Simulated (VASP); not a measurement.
A run of VASP 6.6.1:

INCAR

```
SYSTEM = W
  PREC = Accurate
  ENCUT = 520
  EDIFF = 1E-6
  ISMEAR = 0
  SIGMA = 0.1
  LREAL = .False.
  LASPH = .True.
  NELM = 80
  ALGO = Fast
  ISIF = 2
  LWAVE = .False.
  LCHARG = .False.
  GGA = PS
  NBANDS = 13
```

Contents of KPOINTS:

```
regular mesh
0
Gamma
  28 28 28
  0 0 0
```

File POSCAR:

```
W
1.0
   -1.5772668767      1.5772668767      1.5772668767
    1.5772668767     -1.5772668767      1.5772668767
    1.5772668767      1.5772668767     -1.5772668767
W
1
Direct
    0.0000000000      0.0000000000      0.0000000000
```

Potentials or basis: VASP PAW PBE potentials, release 64 (W_sv).

Command:

```bash
$ cat potpaw_PBE.64/W_sv/POTCAR > POTCAR
$ mpirun -np 1 vasp_std > vasp.out
```

Hardware: 1 thread of Intel Xeon 8259CL, on a shared host.

**Question.** Estimate the wall time of this run.

**Answer.** Wall time 2 min on 1 thread of Intel Xeon 8259CL, on a shared host, peak memory 0.23 GiB. Counts: scf iterations 12, k points 624.
